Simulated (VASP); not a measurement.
Crystal: La2Zr3O.

```
CELL_PARAMETERS angstrom
4.15775 0.00000 0.00000
-2.07887 3.60071 0.00000
0.00000 0.00000 7.77113
ATOMIC_POSITIONS crystal
La 0.66667 0.33333 0.23545
La 0.66667 0.33333 0.76455
Zr 0.00000 0.00000 0.50000
Zr 0.33333 0.66667 0.00000
Zr 0.33333 0.66667 0.50000
O 0.00000 0.00000 0.00000
```

| Property | Result |
| --- | --- |
| Program | VASP 6.6.1 |
| Task | relaxation of cell and atoms |
| Functional | PBE |
| Potentials or basis | VASP PAW PBE potentials, release 64 (La, Zr_sv, O) |
| Cutoff | 600 eV |
| k mesh | 6 × 6 × 2 |
| Occupations | gaussian, width 0.1 eV |
| Spin | no spin polarisation |

At the start: pressure 19.4 GPa; volume 19.39 Å³/atom.

Task: Where does the relaxation end?

Result: Over 7 steps the energy falls by 253.7 meV/atom and the volume is 24.49 Å³/atom (+26.3 %); space group P-6m2 (No. 187, to 0.05 Å).

The path:
```csv
step,energy change (eV),largest force (eV/Å),pressure (GPa),volume (Å³)
1,0.0000,0.4793,19.41,116.34
2,-1.2441,0.6128,-4.66,160.52
3,-1.4902,0.3948,0.15,144.99
4,-1.4901,0.4069,-0.09,145.61
5,-1.5032,0.3170,-0.10,145.92
6,-1.5221,0.0427,-0.11,146.84
7,-1.5224,0.0108,-0.10,146.95
```

Final structure:
```xyz
6
Lattice="4.5295 0.0000 0.0000 -2.2647 3.9227 0.0000 0.0000 0.0000 8.2704" Properties=species:S:1:pos:R:3 pbc="T T T"
La    2.2647    1.3076    2.0087
La    2.2647    1.3076    6.2618
Zr    0.0000    0.0000    4.1352
Zr    0.0000    2.6151    0.0000
Zr    0.0000    2.6151    4.1352
O     0.0000    0.0000    0.0000
```

Caveat: the k points lie up to 0.38 Å⁻¹ apart in the final cell; the volume moved by over 15 % at a fixed basis, so the end points are rough.
